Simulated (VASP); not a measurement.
# CsSnI3 in VASP: further runs

Runs on CsSnI3. Level: PBE. Tasks: single point.

Program: VASP 6.6.1. These are calculated values, not measurements. Logs are shortened: lines on timing, memory, paths and dates and some standing lists are left out, and cuts for length are marked.

## Step 1: The cell of the first run

The typed cell holds 5 atoms: a = 6.206 Å, b = 6.206 Å, c = 6.206 Å, α = 90.00°, β = 90.00°, γ = 90.00°.

## Step 2: Single point, PBE (atoms moved at random)

INCAR

```
  ALGO = Normal
  EDIFF = 1E-7
  ENCUT = 520
  GGA = PE
  ISIF = 2
  ISMEAR = -1
  LASPH = True
  LCHARG = False
  LREAL = False
  LWAVE = False
  NBANDS = 30
  NELM = 80
  PREC = Accurate
  SIGMA = 0.05
```

KPOINTS

```
k-points
0
Gamma
  5 5 5
```

POSCAR

```
CsSnI3
1.0
    6.2057000000      0.0000000000      0.0000000000
    0.0000000000      6.2057000000      0.0000000000
    0.0000000000      0.0000000000      6.2057000000
Cs I Sn
1 3 1
Direct
   -0.0046040000     -0.0063440000     -0.0024430000
    0.5055680000      0.4964260000      0.0078710000
    0.4983430000     -0.0032340000      0.4959610000
    0.0130460000      0.5027980000      0.4980340000
    0.4995800000      0.5014670000      0.4972100000
```

Potentials or basis: VASP PAW PBE potentials, release 64 (Cs_sv, I, Sn_d).

The run is started by

```
$ cat potpaw_PBE.64/Cs_sv/POTCAR potpaw_PBE.64/I/POTCAR potpaw_PBE.64/Sn_d/POTCAR > POTCAR
$ mpirun -np 1 vasp_std > vasp.out
```

OUTCAR:

```text
EDIFF = 1E-7
   ENCUT = 520
   GGA = PE
   ISIF = 2
   ISMEAR = -1
   LASPH = True
   LREAL = False
   NELM = 80
   PREC = Accurate

 ion  position               nearest neighbor table
   1  0.995  0.994  0.998-
   2  0.506  0.496  0.008-   5 3.04   5 3.17
   3  0.498  0.997  0.496-   5 3.07   5 3.13
   4  0.013  0.503  0.498-   5 3.02   5 3.19
   5  0.500  0.501  0.497-   4 3.02   2 3.04   3 3.07   3 3.13   2 3.17   4 3.19

  LATTYP: Found a simple cubic cell.
 ALAT       =     6.2057000000

  Lattice vectors:

 A1 = (   6.2057000000,   0.0000000000,   0.0000000000)
 A2 = (   0.0000000000,   6.2057000000,   0.0000000000)
 A3 = (   0.0000000000,   0.0000000000,   6.2057000000)

Analysis of symmetry for initial positions (statically):
=====================================================================
 Subroutine PRICEL returns:
 Original cell was already a primitive cell.

 Routine SETGRP: Setting up the symmetry group for a
 simple cubic supercell.

 Subroutine GETGRP returns: Found  1 space group operations
 (whereof  1 operations were pure point group operations)
 out of a pool of 48 trial point group operations.

The static configuration has the point symmetry C_1 .

Analysis of symmetry for dynamics (positions and initial velocities):
=====================================================================
 Subroutine PRICEL returns:
 Original cell was already a primitive cell.

 Routine SETGRP: Setting up the symmetry group for a
 simple cubic supercell.

 Subroutine GETGRP returns: Found  1 space group operations
 (whereof  1 operations were pure point group operations)
 out of a pool of 48 trial point group operations.

The dynamic configuration has the point symmetry C_1 .

 Subroutine INISYM returns: Found  1 space group operations
 (whereof  1 operations are pure point group operations),
 and found     1 'primitive' translations

----------------------------------------------------------------------------------------

                                     Primitive cell

  volume of cell :     238.9859

  direct lattice vectors                    reciprocal lattice vectors
     6.205700000  0.000000000  0.000000000     0.161142176  0.000000000  0.000000000
     0.000000000  6.205700000  0.000000000     0.000000000  0.161142176  0.000000000
     0.000000000  0.000000000  6.205700000     0.000000000  0.000000000  0.161142176

  length of vectors
     6.205700000  6.205700000  6.205700000     0.161142176  0.161142176  0.161142176

  position of ions in fractional coordinates (direct lattice)
     0.995396000  0.993656000  0.997557000
     0.505568000  0.496426000  0.007871000
     0.498343000  0.996766000  0.495961000
     0.013046000  0.502798000  0.498034000
     0.499580000  0.501467000  0.497210000

  ion indices of the primitive-cell ions
   primitive index   ion index
                 1           1
                 2           2
                 3           3
                 4           4
                 5           5

----------------------------------------------------------------------------------------

 KPOINTS: k-points

Automatic generation of k-mesh.
 Grid dimensions read from file:
 generate k-points for:    5    5    5

 Generating k-lattice:

  Cartesian coordinates                     Fractional coordinates (reciprocal lattice)
     0.032228435  0.000000000  0.000000000     0.200000000  0.000000000  0.000000000
     0.000000000  0.032228435  0.000000000     0.000000000  0.200000000  0.000000000
     0.000000000  0.000000000  0.032228435     0.000000000  0.000000000  0.200000000

  Length of vectors
     0.032228435  0.032228435  0.032228435

  Shift w.r.t. Gamma in fractional coordinates (k-lattice)
     0.000000000  0.000000000  0.000000000

 Subroutine IBZKPT returns following result:
 ===========================================

 Found     63 irreducible k-points:

 Following reciprocal coordinates:
            Coordinates               Weight
  0.000000  0.000000  0.000000      1.000000
  0.200000  0.000000  0.000000      2.000000
  0.000000  0.200000  0.000000      2.000000
  0.000000  0.000000  0.200000      2.000000
  0.400000  0.000000  0.000000      2.000000
  0.000000  0.400000  0.000000      2.000000
[... 16 lines left out ...]
  0.000000 -0.200000  0.400000      2.000000
  0.400000 -0.200000  0.000000      2.000000
 [... further k-points ...]
   k-points           NKPTS =     63   k-points in BZ     NKDIM =     63   number of bands    NBANDS=     30
   number of dos      NEDOS =    301   number of ions     NIONS =      5
   total plane-waves  NPLWV = 110592
   dimension x,y,z NGX =    48 NGY =   48 NGZ =   48
   dimension x,y,z NGXF=    96 NGYF=   96 NGZF=   96
   ions per type =               1   3   1
   NGX,Y,Z   is equivalent  to a cutoff of  12.86, 12.86, 12.86 a.u.
   NGXF,Y,Z  is equivalent  to a cutoff of  25.72, 25.72, 25.72 a.u.
 SYSTEM =  unknown system
   PREC   = accura    normal or accurate (medium, high low for compatibility)
   ISTART =      0    job   : 0-new  1-cont  2-samecut
   ICHARG =      2    charge: 1-file 2-atom 10-const
   ISPIN  =      1    spin polarized calculation?
   LNONCOLLINEAR =      F non collinear calculations
   LSORBIT =      F    spin-orbit coupling
   LASPH  =      T    aspherical Exc in radial PAW
   ENCUT  =  520.0 eV  38.22 Ry    6.18 a.u.  11.54 11.54 11.54*2*pi/ulx,y,z
   NELM   =     80;   NELMIN=  2; NELMDL= -5     # of ELM steps
   EDIFF  = 0.1E-06   stopping-criterion for ELM
   LREAL  =      F    real-space projection
   EDIFFG = 0.1E-05   stopping-criterion for IOM
   NSW    =      0    number of steps for IOM
   IBRION =     -1    ionic relax: 0-MD 1-quasi-New 2-CG
   NFREE  =      0    steps in history (QN), initial steepest desc. (CG)
   ISIF   =      2    stress and relaxation
   ISYM   =      2    0-nonsym 1-usesym 2-fastsym
   POTIM  = 0.5000    time-step for ionic-motion
   TEBEG  =    0.0;   TEEND  =   0.0 temperature during run
   PSTRESS=    0.0 pullay stress
   NELECT =      44.0000    total number of electrons
   NUPDOWN=      -1.0000    fix difference up-down
   EMIN   =  10.00;   EMAX   =-10.00  energy-range for DOS
   EFERMI =   0.00;   METHOD = LEGACY
   ISMEAR =    -1;   SIGMA  =   0.05  broadening in eV -4-tet -1-fermi 0-gaus
   EFERMI_NEDOS =   21; number of points for ismear=-14 and -15
   IALGO  =     38    algorithm
   IMIX   =      4    mixing-type and parameters
     AMIX     =   0.40;   BMIX     =  1.00
     AMIX_MAG =   1.60;   BMIX_MAG =  1.00
  volume/ion in A,a.u.               =      47.80       322.55
  Fermi-wavevector in a.u.,A,eV,Ry     =   0.931326  1.759950 11.801253  0.867368
  Thomas-Fermi vector in A             =   2.057807
   LORBIT       =      0    0 simple, 1 ext, 2 COOP (PROOUT), +10 PAW based schemes
   GGA     = PE    functional components
   LHFCALC =     F    Hartree Fock is set to
   AEXX    =    0.0000 exact exchange contribution
   IVDW    =     0    specifies the selected vdW correction
   LEPSILON=     F    determine dielectric tensor
   LRPA    =     F    only Hartree local field effects (RPA)
 non-spin polarized calculation
  energy-cutoff  :      520.00
  volume of cell :      238.99
 maximum number of plane-waves:      6455
 NGX is ok and might be reduce to    48
   NGX = 23   NGY = 23   NGZ = 23

 number of electron      43.9999995 magnetization

 Free energy of the ion-electron system (eV)
  ---------------------------------------------------
  ext. energy  EPLUGINS =         0.00000000
  ---------------------------------------------------
  free energy    TOTEN  =       -14.03942350 eV

  energy without entropy =      -14.03942349  energy(sigma->0) =      -14.03942349

 E-fermi :   2.8681     XC(G=0):  -7.5228

 val. band max:        2.0149192077   @ k =  -0.4000  -0.4000   0.4000
 cond. band min:       3.7302463452   @ k =  -0.4000  -0.4000   0.4000
 fundamental gap:      1.7153271376
 Fermi energy:         2.8681344155

 k-point     1 :       0.0000    0.0000    0.0000
  band No.  band energies     occupation
      1     -19.4343      2.00000
      2     -19.1794      2.00000
      3     -19.1789      2.00000
      4     -19.1587      2.00000
      5     -19.1576      2.00000
      6     -19.1568      2.00000
[... 22 lines left out ...]
     29       7.6150      0.00000
     30       7.6226      0.00000

 k-point     2 :       0.2000    0.0000    0.0000
  band No.  band energies     occupation
      1     -19.4341      2.00000
      2     -19.1794      2.00000
      3     -19.1784      2.00000
      4     -19.1587      2.00000
      5     -19.1576      2.00000
      6     -19.1568      2.00000
[... 22 lines left out ...]
     29       6.6708      0.00000
     30       7.5281      0.00000

 k-point     3 :       0.0000    0.2000    0.0000
  band No.  band energies     occupation
      1     -19.4341      2.00000
      2     -19.1789      2.00000
      3     -19.1788      2.00000
      4     -19.1587      2.00000
      5     -19.1576      2.00000
      6     -19.1568      2.00000
[... 22 lines left out ...]
     29       6.6773      0.00000
     30       7.5331      0.00000

 k-point     4 :       0.0000    0.0000    0.2000
  band No.  band energies     occupation
      1     -19.4341      2.00000
      2     -19.1793      2.00000
      3     -19.1784      2.00000
      4     -19.1587      2.00000
      5     -19.1576      2.00000
      6     -19.1568      2.00000
[... 616 lines left out ...]
     29       7.2511      0.00000
     30       7.6503      0.00000

 k-point    23 :       0.0000   -0.2000    0.4000
  band No.  band energies     occupation
      1     -19.4338      2.00000
      2     -19.1789      2.00000
      3     -19.1775      2.00000
      4     -19.1588      2.00000
      5     -19.1577      2.00000
      6     -19.1569      2.00000
[... 22 lines left out ...]
     29       7.2486      0.00000
     30       7.6460      0.00000

 k-point    24 :       0.4000   -0.2000    0.0000
  band No.  band energies     occupation
      1     -19.4338      2.00000
      2     -19.1789      2.00000
      3     -19.1774      2.00000
      4     -19.1588      2.00000
      5     -19.1577      2.00000
      6     -19.1569      2.00000
[... 22 lines left out ...]
     29       7.2537      0.00000
     30       7.6495      0.00000

 [... further k-points ...]

------------------------ aborting loop because EDIFF is reached ----------------------------------------

  FORCE on cell =-STRESS in cart. coord.  units (eV):
  Direction    XX          YY          ZZ          XY          YZ          ZX
  --------------------------------------------------------------------------------------
  -------------------------------------------------------------------------------------
  Total        0.9373159      0.8442802      0.8858874      0.0125372      0.0005970     -0.0085948
  in kB        6.2838271      5.6601101      5.9390470      0.0840504      0.0040021     -0.0576200
  external PRESSURE =       5.9609947 kB  Pullay stress =       0.0000000 kB

 VOLUME and BASIS-vectors are now :
 -----------------------------------------------------------------------------
  energy-cutoff  :      520.00
  volume of cell :      238.99
      direct lattice vectors                 reciprocal lattice vectors
     6.205700000  0.000000000  0.000000000     0.161142176  0.000000000  0.000000000
     0.000000000  6.205700000  0.000000000     0.000000000  0.161142176  0.000000000
     0.000000000  0.000000000  6.205700000     0.000000000  0.000000000  0.161142176

 POSITION                                       TOTAL-FORCE (eV/Angst)
 -----------------------------------------------------------------------------------
      6.17713      6.16633      6.19054         0.006035      0.004028      0.002159
      3.13740      3.08067      0.04885         0.022018     -0.001664     -0.119882
      3.09257      6.18563      3.07779         0.036410      0.039388      0.031354
      0.08096      3.12021      3.09065        -0.142067     -0.014444      0.027213
      3.10024      3.11195      3.08554         0.077604     -0.027308      0.059156
 -----------------------------------------------------------------------------------
    total drift:                               -0.000277      0.000723     -0.001194

  FREE ENERGIE OF THE ION-ELECTRON SYSTEM (eV)
  ---------------------------------------------------
  free  energy   TOTEN  =       -14.0394234953 eV

  energy  without entropy=      -14.0394234867  energy(sigma->0) =      -14.03942349
```

Wall time 8.4 min (1 thread of Intel Xeon Platinum 8375C at 2.90GHz (Ice Lake), shared host); peak memory 0.62 GiB.

What came out:

```
Free energy            : -14.0394 eV
Pressure               : 0.6 GPa
Largest force          : 0.145 eV/Å
Band gap on the k mesh : 1.72 eV
```

Forces on the atoms (eV/Å):
```
Cs   0.006  0.004  0.002
I    0.022 -0.002 -0.120
I    0.036  0.039  0.031
I   -0.142 -0.014  0.027
Sn   0.078 -0.027  0.059
```

Caveat: the cell differs from its parent crystal (atoms moved at random); spin-orbit coupling is left out, which moves the levels of the heavy elements. A k mesh can miss the band edges.

## Step 3: Single point, PBE

INCAR

```
SYSTEM = CsSnI3
  PREC = Accurate
  ENCUT = 520
  EDIFF = 1E-6
  ISMEAR = 0
  SIGMA = 0.01
  LREAL = .False.
  LASPH = .True.
  NELM = 100
  ALGO = Normal
  ISIF = 2
  LWAVE = .False.
  LCHARG = .False.
  GGA = PE
  NBANDS = 30
```

KPOINTS

```
Automatic mesh
0
Gamma
  2 2 2
  0 0 0
```

POSCAR

```
CsSnI3
1.0
    6.2057000000      0.0000000000      0.0000000000
    0.0000000000      6.2057000000      0.0000000000
    0.0000000000      0.0000000000      6.2057000000
Cs I Sn
1 3 1
Direct
    0.0000000000      0.0000000000      0.0000000000
    0.5000000000      0.5000000000      0.0000000000
    0.5000000000      0.0000000000      0.5000000000
    0.0000000000      0.5000000000      0.5000000000
    0.5000000000      0.5000000000      0.5000000000
```

Potentials or basis: VASP PAW PBE potentials, release 64 (Cs_sv, I, Sn_d).

The run is started by

```
$ cat potpaw_PBE.64/Cs_sv/POTCAR potpaw_PBE.64/I/POTCAR potpaw_PBE.64/Sn_d/POTCAR > POTCAR
$ mpirun -np 1 vasp_std > vasp.out
```

Wall time 34 s (1 thread of Oxide Virtual Turin-like, shared host); peak memory 0.29 GiB.

Results (log left out):

```yaml
Free_energy: -13.0645 eV
Pressure: 2.1 GPa
Band_gap_on_the_k_mesh: 0.24 eV
```

Levels at points of the mesh, in eV from the valence-band top:
| k point | band 19 | band 20 | band 21 | band 22 | band 23 | band 24 | band 25 | band 26 |
| --- | --- | --- | --- | --- | --- | --- | --- | --- |
| (0.00, 0.00, 0.00) | -2.26 | -2.10 | -2.10 | -2.10 | 2.23 | 3.16 | 3.16 | 3.46 |
| (0.50, 0.00, 0.00) | -2.43 | -2.23 | -2.23 | -1.54 | 1.01 | 3.78 | 3.97 | 4.23 |
| (0.50, 0.50, 0.00) | -2.58 | -2.46 | -1.67 | -0.77 | 0.69 | 0.69 | 3.96 | 4.25 |
| (0.50, 0.50, 0.50) | -1.65 | -1.65 | -1.65 | 0.00 | 0.24 | 0.24 | 0.24 | 3.03 |

Caveat: the k points lie up to 0.51 Å⁻¹ apart; semilocal functionals underestimate gaps, and a narrow one can read as zero; spin-orbit coupling is left out, which moves the levels of the heavy elements. A k mesh can miss the band edges.
